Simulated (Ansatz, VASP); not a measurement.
## One calculation of Sb, two programs

```
Sb
1.0
     2.12836    1.22881    8.51555
    -2.12836    1.22881    8.51555
     0.00000   -2.45761    8.51555
Sb
2
Direct
  0.19825 0.19825 0.19825
  0.80175 0.80175 0.80175
```

Alike in both runs: functional BLYP; k mesh 9 × 9 × 9; occupations fermi-dirac, width 0.1 eV; no spin polarisation.

Ansatz relaxed the structure, and its values are those at the end. VASP's run is a single point on that final structure, the one shown.

|  | VASP | Ansatz |
| --- | --- | --- |
| version | VASP 6.6.1 | Ansatz 0.2.0 |
| potentials or method | VASP PAW PBE potentials, release 64 (Sb_d_GW), cutoff 500 eV | plane waves (420 eV) with PAW, scalar-relativistic |
| valence electrons in the cell | 30 | 30 |

```csv
,VASP,Ansatz,Ansatz less VASP
pressure (GPa),0.0,0.0,0.00
rms of the force components (eV/Å),0.005,0.001,-0.0043
```

VASP's potentials were made for PBE, not for BLYP.

Spin-orbit coupling is off throughout.
